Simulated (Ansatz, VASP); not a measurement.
## Hf4C: VASP beside Ansatz

```
CELL_PARAMETERS angstrom
3.24230 -4.49755 0.00000
3.24230 4.49755 0.00000
0.00000 0.00000 3.28302
ATOMIC_POSITIONS crystal
Hf 0.74899 0.25101 0.50000
Hf 0.25534 0.25534 0.00000
Hf 0.74466 0.74466 0.00000
Hf 0.25101 0.74899 0.50000
C 0.50000 0.50000 0.50000
```

Change from the starting cell: species swapped into the FeCl4 type (Cmmm, No. 65).

Alike in both runs: functional PBE; k mesh 3 × 3 × 5; occupations gaussian, width 0.2 eV; no spin polarisation.

Ansatz relaxed the structure, and its values are those at the end. VASP's run is a single point on that final structure, the one shown.

```csv
,VASP,Ansatz
version,VASP 6.6.1,Ansatz 0.2.0
potentials or method,"VASP PAW PBE potentials, release 64 (Hf_pv, C), cutoff 600 eV","scalar-relativistic, plane waves, PAW"
valence electrons in the cell,44,108
```

```tsv
	VASP	Ansatz	Ansatz less VASP
gap on the k mesh at the Fermi level (eV)	none	none	-
pressure (GPa)	-0.8	-0.2	+0.55
rms of the force components (eV/Å)	0.019	0.009	-0.0094
```

A gap of «none» marks a metal or a gap that the smearing closes. With one functional, cell and mesh, what is left measures potentials, basis and numerics. VASP's potentials hold 44 valence electrons a cell and Ansatz's 108, so a difference there can come from the potentials and not from the codes.

The k mesh is coarse, so the values compare programs but aren't converged. Neither program's run includes spin-orbit coupling.
